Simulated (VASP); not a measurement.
## YAlC6N6: single point with PBE

YAlC6N6:

```
CELL_PARAMETERS angstrom
0.00000 5.23850 5.23850
5.23850 0.00000 5.23850
5.23850 5.23850 0.00000
ATOMIC_POSITIONS crystal
Y 0.00000 0.00000 0.00000
Al 0.50000 0.50000 0.50000
C 0.79899 0.20101 0.20101
C 0.20101 0.79899 0.20101
C 0.20101 0.20101 0.79899
C 0.20101 0.79899 0.79899
C 0.79899 0.20101 0.79899
C 0.79899 0.79899 0.20101
N 0.68732 0.31268 0.31268
N 0.31268 0.68732 0.31268
N 0.31268 0.31268 0.68732
N 0.31268 0.68732 0.68732
N 0.68732 0.31268 0.68732
N 0.68732 0.68732 0.31268
```

- Program: VASP 6.6.1
- Task: single point
- Functional: PBE
- Potentials or basis: VASP PAW PBE potentials, release 64 (Y_sv, Al, C, N)
- Cutoff: 520 eV
- k mesh: 4 × 4 × 4
- Occupations: gaussian, width 0.1 eV
- Spin: no spin polarisation
- Dipole correction: no
- Further INCAR settings: ALGO = Normal; EDIFF = 1e-06; NBANDS = 47

- Pressure: 14.9 GPa
- Largest force: 5.866 eV/Å
- Band gap on the k mesh: 3.12 eV (least direct gap 3.13 eV)

Forces on the atoms (eV/Å):
```
Y    0.000  0.000  0.000
Al   0.000  0.000  0.000
C    5.866  0.000  0.000
C    0.000  5.866  0.000
C    0.000  0.000  5.866
C   -5.866  0.000  0.000
C    0.000 -5.866  0.000
C    0.000  0.000 -5.866
N    0.051  0.000  0.000
N    0.000  0.051  0.000
N    0.000  0.000  0.051
N   -0.051  0.000  0.000
N    0.000 -0.051  0.000
N    0.000  0.000 -0.051
```

Levels at points of the mesh, in eV from the valence-band top:
| k point | band 32 | band 33 | band 34 | band 35 | band 36 | band 37 |
| --- | --- | --- | --- | --- | --- | --- |
| (0.00, 0.00, 0.00) | -0.39 | -0.39 | -0.39 | 3.12 | 3.12 | 3.12 |
| (0.50, 0.00, 0.00) | -0.52 | 0.00 | 0.00 | 3.63 | 3.80 | 3.80 |
| (0.50, 0.50, 0.00) | -0.16 | -0.16 | 0.00 | 3.13 | 4.20 | 4.20 |

Wall time 110 s on 1 thread of AMD EPYC 9R45 96-Core Processor (Zen 5), on a shared host, peak memory 0.46 GiB.

Caveat: the cell stands under pressure; forces of over 1 eV/Å act on the atoms, so gaps and moduli don't describe the material at rest. A k mesh can miss the band edges.
